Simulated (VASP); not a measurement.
Na2Cl: single point with PBEsol

Crystal: Na2Cl.

```
CELL_PARAMETERS angstrom
1.96739 1.13587 6.72908
-1.96739 1.13587 6.72908
0.00000 -2.27174 6.72908
ATOMIC_POSITIONS crystal
Na 0.75107 0.75107 0.75107
Na 0.24893 0.24893 0.24893
Cl 0.00000 0.00000 0.00000
```

| Quantity | Value |
| --- | --- |
| Program | VASP 6.6.1 |
| Task | single point |
| Functional | PBEsol |
| Potentials or basis | VASP PAW PBE potentials, release 64 (Na_pv, Cl) |
| Cutoff | 520 eV |
| k mesh | 8 × 8 × 8 |
| Occupations | methfessel-paxton, width 0.1 eV |
| Spin | no spin polarisation |
| Dipole correction | no |
| Further INCAR settings | ALGO = Normal; EDIFF = 1e-06; NBANDS = 18 |

```
Pressure               : -0.6 GPa
Largest force          : 0.008 eV/Å
Band gap on the k mesh : zero (an odd number of electrons rules out a gap without spin polarisation)
```

Forces in eV/Å, atoms in the order of the input:
```
Na   0.000  0.000 -0.008
Na   0.000  0.000  0.008
Cl   0.000  0.000  0.000
```

Stress tensor (GPa, compression positive):
```
-0.62  0.00  0.00
 0.00 -0.62  0.00
 0.00  0.00 -0.52
```

Levels at points of the mesh, in eV from the Fermi level:
| k point | band 7 | band 8 | band 9 | band 10 | band 11 | band 12 | band 13 | band 14 | band 15 | band 16 |
| --- | --- | --- | --- | --- | --- | --- | --- | --- | --- | --- |
| (0.00, 0.00, 0.00) | -16.69 | -5.46 | -4.25 | -4.25 | -1.95 | 2.58 | 2.92 | 7.21 | 7.21 | 7.32 |
| (0.50, 0.00, 0.00) | -16.46 | -5.85 | -5.01 | -4.58 | 1.21 | 1.53 | 2.76 | 4.56 | 5.95 | 6.55 |
| (0.50, 0.50, 0.00) | -16.46 | -5.84 | -5.03 | -4.58 | 0.93 | 1.86 | 3.59 | 4.43 | 4.53 | 6.92 |
| (0.50, 0.50, 0.50) | -16.68 | -5.58 | -4.25 | -4.25 | -1.08 | 0.58 | 4.18 | 6.88 | 7.14 | 7.14 |

It took 5.1 min on 1 thread of Intel(R) Xeon(R) Platinum 8259CL CPU @ 2.50GHz (Skylake/Cascade Lake) (shared host), peak memory 0.41 GiB.

Caveat: the PAW data sets were made with another functional, which shifts forces and pressure a little; an odd number of electrons without spin polarisation forces a metal; a magnetic or distorted state may lie lower.
